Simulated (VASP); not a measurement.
Runs of VASP 6.6.1 on WS2. The structure is that of space group P6_3/mmc (No. 194), or close to it. The cells are those of the table. 

```csv
spin,cell,smearing,gap on the mesh (eV),pressure (GPa),moment (μB)
off,"a = 3.188, b = 3.188, c = 14.857 Å, angles 90.0, 90.0, 120.0°, 6 atoms",gaussian 0.05 eV,1.78,0.0,-
"collinear, ferromagnetic start","a = 3.188, b = 3.188, c = 14.857 Å, angles 90.0, 90.0, 120.0°, 6 atoms",gaussian 0.05 eV,1.78,-0.5,0.00
"collinear, ferromagnetic start","a = 3.188, b = 3.188, c = 14.857 Å, angles 90.0, 90.0, 120.0°, 6 atoms",tetrahedron,1.78,0.0,0.00
"collinear, ferromagnetic start","a = 3.188, b = 3.188, c = 14.857 Å, angles 90.0, 90.0, 120.0°, 6 atoms",methfessel-paxton 0.15 eV,1.78,0.0,0.00
"collinear, ferromagnetic start","a = 3.188, b = 3.188, c = 15.148 Å, angles 90.0, 90.0, 120.0°, 6 atoms",gaussian 0.05 eV,(a),-0.1,0.00
```

Alike in all rows: task single point; level PBE; potentials or basis VASP PAW PBE potentials, release 64 (W_sv, S); k mesh 10 × 10 × 2; cutoff (eV) 520.

**Question.** Estimate the missing entries.

**Answer.** (a) 1.83.

Caveats: spin-orbit coupling is left out, which moves the levels of the heavy elements; this functional lacks dispersion, which binds the layers, so the pressure and a relaxed spacing across them are unreliable.

A k mesh can miss the band edges, and the runs leave out spin-orbit coupling on W.
